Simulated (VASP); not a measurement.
# Sn3H (P6_3/mmc) in VASP: notebook, part 2 of 2

VASP 6.6.1. Earlier steps stand in the parts before.

### 4 Single point, PBE

This run uses another cell than the first one, of 22.72 Å³/atom.

INCAR

```
ALGO     = Normal         # electronic algorithm
EDIFF    = 1E-6           # SCF threshold, eV
ENCUT    = 520            # plane-wave cutoff, eV
GGA      = PE             # functional
ISIF     = 2              # what is computed and relaxed
ISMEAR   = 0              # smearing method
LASPH    = True           # aspherical terms in the spheres
LCHARG   = False          # write CHGCAR
LREAL    = False          # projectors in reciprocal space
LWAVE    = False          # write WAVECAR
NBANDS   = 53             # bands
NELM     = 60             # most SCF steps
PREC     = Accurate       # precision mode
SIGMA    = 0.1            # smearing width, eV
```

KPOINTS

```
k-points
0
Gamma
  6 6 8
```

POSCAR

```
Sn3H
1.0
    6.3839662339      0.0000000000      0.0000000000
   -3.1919831169      5.5286769354      0.0000000000
    0.0000000000      0.0000000000      5.1501259210
Sn H
6 2
Direct
    0.1708350579      0.3416701158      0.2500000000
    0.1708350579      0.8291649421      0.2500000000
    0.6583298842      0.8291649421      0.2500000000
    0.8291649421      0.6583298842      0.7500000000
    0.8291649421      0.1708350579      0.7500000000
    0.3416701158      0.1708350579      0.7500000000
    0.3333333333      0.6666666667      0.7500000000
    0.6666666667      0.3333333333      0.2500000000
```

Potentials or basis: VASP PAW PBE potentials, release 64 (Sn_d, H).

Launch:

```bash
> cat potpaw_PBE.64/Sn_d/POTCAR potpaw_PBE.64/H/POTCAR > POTCAR
> mpirun -np 1 vasp_std > vasp.out
```

OUTCAR:

```text
EDIFF = 1E-6
   ENCUT = 520
   GGA = PE
   ISIF = 2
   ISMEAR = 0
   LASPH = True
   LREAL = False
   NELM = 60
   PREC = Accurate

 ion  position               nearest neighbor table
   1  0.171  0.342  0.250-   2 3.11   3 3.11   6 3.19   6 3.19   5 3.19   5 3.19   2 3.27   3 3.27

   2  0.171  0.829  0.250-   1 3.11   3 3.11   6 3.19   6 3.19   4 3.19   4 3.19   1 3.27   3 3.27

   3  0.658  0.829  0.250-   1 3.11   2 3.11   5 3.19   5 3.19   4 3.19   4 3.19   1 3.27   2 3.27

   4  0.829  0.658  0.750-   5 3.11   6 3.11   3 3.19   3 3.19   2 3.19   2 3.19   5 3.27   6 3.27

   5  0.829  0.171  0.750-   4 3.11   6 3.11   3 3.19   3 3.19   1 3.19   1 3.19   4 3.27   6 3.27

   6  0.342  0.171  0.750-   4 3.11   5 3.11   2 3.19   2 3.19   1 3.19   1 3.19   4 3.27   5 3.27

   7  0.333  0.667  0.750-
   8  0.667  0.333  0.250-

  LATTYP: Found a hexagonal cell.
 ALAT       =     6.3839662339
 C/A-ratio  =     0.8067282520

  Lattice vectors:

 A1 = (   6.3839662339,   0.0000000000,   0.0000000000)
 A2 = (  -3.1919831169,   5.5286769354,   0.0000000000)
 A3 = (   0.0000000000,   0.0000000000,   5.1501259210)

Analysis of symmetry for initial positions (statically):
=====================================================================
 Subroutine PRICEL returns:
 Original cell was already a primitive cell.

 Routine SETGRP: Setting up the symmetry group for a
 hexagonal supercell.

 Subroutine GETGRP returns: Found 24 space group operations
 (whereof 12 operations were pure point group operations)
 out of a pool of 24 trial point group operations.

The static configuration has the point symmetry D_3d.
 The point group associated with its full space group is D_6h.

Analysis of symmetry for dynamics (positions and initial velocities):
[... 146 lines left out ...]
  Fermi-wavevector in a.u.,A,eV,Ry     =   1.275649  2.410627 22.140484  1.627280
  Thomas-Fermi vector in A             =   2.408349
   LORBIT       =      0    0 simple, 1 ext, 2 COOP (PROOUT), +10 PAW based schemes
   GGA     = PE    functional components
   LHFCALC =     F    Hartree Fock is set to
   AEXX    =    0.0000 exact exchange contribution
   IVDW    =     0    specifies the selected vdW correction
   LEPSILON=     F    determine dielectric tensor
   LRPA    =     F    only Hartree local field effects (RPA)
 non-spin polarized calculation
 Gauss-broadening in eV      SIGMA  =   0.10
  energy-cutoff  :      520.00
  volume of cell :      181.77
 maximum number of plane-waves:      4945
 NGX is ok and might be reduce to    48
   NGX = 23   NGY = 23   NGZ = 19

 number of electron      85.9999993 magnetization

 Free energy of the ion-electron system (eV)
  ---------------------------------------------------
  ext. energy  EPLUGINS =         0.00000000
  ---------------------------------------------------
  free energy    TOTEN  =       -26.10795767 eV

  energy without entropy =      -26.09019927  energy(sigma->0) =      -26.09907847

 E-fermi :   6.7295     XC(G=0): -10.0141

 val. band max:        6.7280271360   @ k =   0.1667   0.0000   0.2500
 cond. band min:       6.7894801519   @ k =   0.3333   0.1667   0.0000
 fundamental gap:      0.0614530159
 Fermi energy:         6.7295259979

 k-point     1 :       0.0000    0.0000    0.0000
  band No.  band energies     occupation
      1     -14.8546      2.00000
      2     -14.8390      2.00000
      3     -14.8390      2.00000
      4     -14.7916      2.00000
      5     -14.7785      2.00000
      6     -14.7713      2.00000
[... 1333 lines left out ...]
     52      11.3835      0.00000
     53      12.4611      0.00000

 [... further k-points ...]

------------------------ aborting loop because EDIFF is reached ----------------------------------------

  FORCE on cell =-STRESS in cart. coord.  units (eV):
  Direction    XX          YY          ZZ          XY          YZ          ZX
  --------------------------------------------------------------------------------------
  -------------------------------------------------------------------------------------
  Total       -0.1060428     -0.1060428     -0.0491591     -0.0000000      0.0000000      0.0000000
  in kB       -0.9346784     -0.9346784     -0.4332961     -0.0000000      0.0000000      0.0000000
  external PRESSURE =      -0.7675510 kB  Pullay stress =       0.0000000 kB

 VOLUME and BASIS-vectors are now :
 -----------------------------------------------------------------------------
  energy-cutoff  :      520.00
  volume of cell :      181.77
      direct lattice vectors                 reciprocal lattice vectors
     6.383966234  0.000000000  0.000000000     0.156642433  0.090437551  0.000000000
    -3.191983117  5.528676935  0.000000000     0.000000000  0.180875101  0.000000000
     0.000000000  0.000000000  5.150125921     0.000000000  0.000000000  0.194170010

 POSITION                                       TOTAL-FORCE (eV/Angst)
 -----------------------------------------------------------------------------------
      0.00000      1.88898      1.28753        -0.000000     -0.002654     -0.000000
     -1.55608      4.58419      1.28753        -0.002298      0.001327     -0.000000
      1.55608      4.58419      1.28753         0.002298      0.001327     -0.000000
      3.19198      3.63969      3.86259         0.000000      0.002654      0.000000
      4.74806      0.94449      3.86259         0.002298     -0.001327      0.000000
      1.63591      0.94449      3.86259        -0.002298     -0.001327      0.000000
     -0.00000      3.68578      3.86259         0.000000      0.000000      0.000000
      3.19198      1.84289      1.28753        -0.000000      0.000000      0.000000
 -----------------------------------------------------------------------------------
    total drift:                               -0.000000      0.000000     -0.000000

  FREE ENERGIE OF THE ION-ELECTRON SYSTEM (eV)
  ---------------------------------------------------
  free  energy   TOTEN  =       -26.1079576728 eV

  energy  without entropy=      -26.0901992713  energy(sigma->0) =      -26.09907847
```

OSZICAR:

```text
N       E                     dE             d eps       ncg     rms          rms(c)
DAV:   1     0.963148404921E+03    0.96315E+03   -0.42187E+04  3824   0.251E+03
DAV:   2     0.130346683227E+03   -0.83280E+03   -0.81866E+03  3710   0.673E+02
DAV:   3    -0.169844926550E+02   -0.14733E+03   -0.14419E+03  4037   0.225E+02
DAV:   4    -0.264810746728E+02   -0.94966E+01   -0.93639E+01  4282   0.600E+01
DAV:   5    -0.267559479579E+02   -0.27487E+00   -0.27452E+00  4721   0.106E+01    0.502E+00
DAV:   6    -0.261085093982E+02    0.64744E+00   -0.15253E+00  4544   0.486E+00    0.218E+00
DAV:   7    -0.261108163567E+02   -0.23070E-02   -0.30371E-01  4665   0.192E+00    0.104E+00
DAV:   8    -0.261087704558E+02    0.20459E-02   -0.28659E-02  4633   0.608E-01    0.279E-01
DAV:   9    -0.261083799048E+02    0.39055E-03   -0.15334E-02  4230   0.439E-01    0.141E-01
DAV:  10    -0.261079357911E+02    0.44411E-03   -0.35954E-03  4330   0.275E-01    0.380E-02
DAV:  11    -0.261079680373E+02   -0.32246E-04   -0.33541E-04  5082   0.652E-02    0.235E-02
DAV:  12    -0.261079604871E+02    0.75502E-05   -0.15950E-04  4431   0.408E-02    0.113E-02
DAV:  13    -0.261079580126E+02    0.24745E-05   -0.28791E-05  3163   0.186E-02    0.393E-03
DAV:  14    -0.261079576728E+02    0.33979E-06   -0.17013E-06  2913   0.454E-03
   1 F= -.26107958E+02 E0= -.26099078E+02  d E =-.177584E-01
```

Run time: 3.6 min. Hardware: 1 thread of Intel Xeon Platinum 8559C (Emerald Rapids), shared host; peak memory 0.42 GiB.

What came out:

```
Free energy            : -26.1080 eV
Pressure               : -0.1 GPa
Band gap on the k mesh : zero (bands 43 and 44 overlap by 3.59 eV)
```

Forces on the atoms (eV/Å):
```
Sn   0.000 -0.003  0.000
Sn  -0.002  0.001  0.000
Sn   0.002  0.001  0.000
Sn   0.000  0.003  0.000
Sn   0.002 -0.001  0.000
Sn  -0.002 -0.001  0.000
H    0.000  0.000  0.000
H    0.000  0.000  0.000
```

Caveat: spin-orbit coupling is left out, which moves the levels of the heavy elements.

### 5 Overview

| task | cell | k mesh | cutoff (eV) | gap on the mesh (eV) | pressure (GPa) |
| --- | --- | --- | --- | --- | --- |
| single point | a = 6.264, b = 6.264, c = 5.360 Å, angles 90.0, 90.0, 120.0°, 8 atoms, atomic positions A | 3 × 3 × 4 | 520 | none | 0.0 |
| relaxation of cell and atoms | relaxed from a = 6.216, b = 6.216, c = 5.044 Å, angles 90.0, 90.0, 120.0°, 8 atoms, atomic positions A | 3 × 3 × 4 | 600 | none | 0.0 |
| single point | a = 6.384, b = 6.384, c = 5.150 Å, angles 90.0, 90.0, 120.0°, 8 atoms, atomic positions B | 6 × 6 × 8 | 520 | none | -0.1 |

Alike in all rows: level PBE; potentials or basis VASP PAW PBE potentials, release 64 (Sn_d, H); no spin polarisation; smearing gaussian 0.1 eV.

Caveats: some runs use coarse meshes; spin-orbit coupling is left out, which moves the levels of the heavy elements.

Absolute energies hang on the potentials; compare differences alone.
